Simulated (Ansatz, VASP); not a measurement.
**BeS: VASP beside Ansatz**

The input POSCAR:

```
BeS
1.0
    0.0000000000      2.3172971969      2.3172971969
    2.3172971969      0.0000000000      2.3172971969
    2.3172971969      2.3172971969      0.0000000000
Be S
1 1
Direct
    0.0000000000      0.0000000000      0.0000000000
    0.5000000000      0.5000000000      0.5000000000
```

Contents of INCAR.step1:

```
PREC     = Accurate       # precision mode
ENCUT    = 520            # plane-wave cutoff, eV
EDIFF    = 1E-5           # SCF threshold, eV
ISMEAR   = 0              # smearing method
SIGMA    = 0.01           # smearing width, eV
LREAL    = F              # projectors in reciprocal space
LASPH    = T              # aspherical terms in the spheres
NELM     = 60             # most SCF steps
ALGO     = Normal         # electronic algorithm
ISIF     = 2              # what is computed and relaxed
LWAVE    = T              # write WAVECAR
LCHARG   = F              # write CHGCAR
NBANDS   = 11             # bands
GGA      = PE             # functional
```

Contents of INCAR.step2:

```
PREC     = Accurate       # precision mode
ENCUT    = 520            # plane-wave cutoff, eV
EDIFF    = 1E-6           # SCF threshold, eV
ISMEAR   = 0              # smearing method
SIGMA    = 0.01           # smearing width, eV
LREAL    = F              # projectors in reciprocal space
LASPH    = T              # aspherical terms in the spheres
NELM     = 60             # most SCF steps
ALGO     = Normal         # electronic algorithm
ISIF     = 2              # what is computed and relaxed
LWAVE    = F              # write WAVECAR
LCHARG   = F              # write CHGCAR
GGA      = PE             # functional
LHFCALC  = T              # exact exchange
AEXX     = 0.15           # exact-exchange fraction
HFSCREEN = 0.1            # screening, 1/A
PRECFOCK = Normal       
NBANDS   = 11             # bands
ISTART   = 1
```

Contents of KPOINTS:

```
regular mesh
0
Gamma
  4 4 4
```

Input for Ansatz:

```yaml
crystal:
  lattice:
    - [0.0, 2.3172971969, 2.3172971969]
    - [2.3172971969, 0.0, 2.3172971969]
    - [2.3172971969, 2.3172971969, 0.0]
  atoms:
    - { symbol: Be, position: [0.0, 0.0, 0.0] }
    - { symbol: S, position: [0.5, 0.5, 0.5] }
kpoints:
  mp_grid: { grid: [4, 4, 4] }
hamiltonian:
  xc: { exchange: pbe, correlation: pbe, exx: { coeff: 0.15, omega: 0.1 } }
scf:
  occupations: { method: fixed }
  n_extra_bands: 4
output:
  forces: true
  stress: true
  eigenvalues: true
```

Alike in both runs: task single point; functional PBE-based screened hybrid; k mesh 4 × 4 × 4; no spin polarisation.

```csv
,VASP,Ansatz
version,VASP 6.6.1,Ansatz 0.2.0
potentials or method,"VASP PAW PBE potentials, release 64 (Be, S)",plane waves
plane-wave cutoff (eV),520,420
occupations,"gaussian, width 0.01 eV",fixed
valence electrons in the cell,8,8
```

VASP gave:

- gap on the k mesh at the Fermi level (eV): 1.95
- pressure (GPa): -0.2

**Question.** Which values does Ansatz return?

**Answer.** gap on the k mesh at the Fermi level (eV): 1.94; pressure (GPa): 0.0.

VASP's potentials were made for PBE, not for PBE-based screened hybrid. Ansatz's warnings: stress exchange threshold loose, stress scf threshold loose.

The k mesh is coarse, so the values compare programs but aren't converged.
